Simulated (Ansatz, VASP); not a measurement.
**CdSe in VASP and in Ansatz**

File INCAR:

```
PREC = Accurate ; ENCUT = 600
EDIFF = 1E-7 ; ISMEAR = 0
SIGMA = 0.1 ; LREAL = F
LASPH = T ; NELM = 80
ALGO = Normal ; ISIF = 3
LWAVE = F ; LCHARG = F
GGA = PE ; IBRION = 2
NSW = 90 ; EDIFFG = -0.04
```

Contents of KPOINTS:

```
Automatic mesh
0
Gamma
  4 4 4
```

The input POSCAR:

```
CdSe
1.0
    7.2162488500      0.0000000000      0.0000000000
    0.0000000000      4.4082228700      0.0000000000
    0.0000000000      0.0000000000      7.4097616800
Cd Se
4 4
Direct
    0.8210678200      0.7500000000      0.4095370000
    0.6789321800      0.2500000000      0.9095370000
    0.3210678200      0.7500000000      0.0904630000
    0.1789321800      0.2500000000      0.5904630000
    0.8210678200      0.2500000000      0.5904630000
    0.6789321800      0.7500000000      0.0904630000
    0.3210678200      0.2500000000      0.9095370000
    0.1789321800      0.7500000000      0.4095370000
```

Input for Ansatz:

```yaml
crystal:
  lattice:
    - [7.21624885, 0.0, 0.0]
    - [0.0, 4.40822287, 0.0]
    - [0.0, 0.0, 7.40976168]
  atoms:
    - { symbol: Cd, position: [0.82106782, 0.75, 0.409537] }
    - { symbol: Cd, position: [0.67893218, 0.25, 0.909537] }
    - { symbol: Cd, position: [0.32106782, 0.75, 0.090463] }
    - { symbol: Cd, position: [0.17893218, 0.25, 0.590463] }
    - { symbol: Se, position: [0.82106782, 0.25, 0.590463] }
    - { symbol: Se, position: [0.67893218, 0.75, 0.090463] }
    - { symbol: Se, position: [0.32106782, 0.25, 0.909537] }
    - { symbol: Se, position: [0.17893218, 0.75, 0.409537] }
basis:
  ecutwfc: 420
kpoints:
  mp_grid: { grid: [4, 4, 4] }
hamiltonian:
  xc: pbe
scf:
  occupations: { method: gaussian, width: 0.1 }
  lower_state_search: "off"
output:
  forces: true
  stress: true
  eigenvalues: true
relax:
  adjacent_minimum: "off"
  f_tol: 0.04
  max_steps: 70
  cell: { stress_tol: 0.4 }
```

Alike in both runs: task relaxation of cell and atoms; functional PBE; k mesh 4 × 4 × 4; occupations gaussian, width 0.1 eV; no spin polarisation.

|  | VASP | Ansatz |
| --- | --- | --- |
| version | VASP 6.6.1 | Ansatz 0.2.0 |
| potentials or method | VASP PAW PBE potentials, release 64 (Cd, Se), cutoff 600 eV | scalar-relativistic, plane waves, PAW |
| valence electrons in the cell | 72 | 144 |

```csv
,VASP,Ansatz,Ansatz less VASP
"gap on the k mesh at the Fermi level, each at its own relaxed structure (eV)",0.77,0.84,+0.072
relaxed volume (Å³/atom),34.06,33.97,-0.088
relaxed length of the cell vector where the two differ most in proportion (Å),7.622,7.444,-0.1785
```

VASP's potentials hold 72 valence electrons a cell and Ansatz's 144, so a difference there can come from the potentials and not from the codes.

Noted on VASP's run: the volume moved by over 15 % at a fixed basis, so the end points are rough.
